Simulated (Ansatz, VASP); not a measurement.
## SrLiH3 in VASP and in Ansatz

```
Li Sr H
1.0
     4.63079    0.00000    0.01737
     0.00000    4.63079    0.00000
     0.01737    0.00000    4.63079
Li Sr H
1 1 3
Direct
  0.00000 0.00000 0.00000
  0.50000 0.50000 0.50000
  0.00000 0.50000 0.50000
  0.50000 0.00000 0.50000
  0.50000 0.50000 0.00000
```

Change from the starting cell: strain +0.0075 x Voigt [0, 0, 0, 0, 1, 0], atoms carried along.

Alike in both runs: task single point; functional PBE; k mesh 6 × 6 × 6; occupations gaussian, width 0.05 eV; no spin polarisation.

|  | VASP | Ansatz |
| --- | --- | --- |
| version | VASP 6.6.1 | Ansatz 0.2.0 |
| potentials or method | VASP PAW PBE potentials, release 64 (Li_sv, Sr_sv, H), cutoff 520 eV | scalar-relativistic, plane waves, PAW |
| valence electrons in the cell | 16 | 16 |

```csv
,VASP,Ansatz,Ansatz less VASP
gap on the k mesh at the Fermi level (eV),1.81,1.82,+0.004
least direct gap on the mesh (eV),2.23,2.23,+0.001
```

The functional is the same, so the differences come from potentials, cutoffs and numerics.

Noted on VASP's run: the cutoff is under 1.25 times that of the potentials, so the pressure is a little rough.
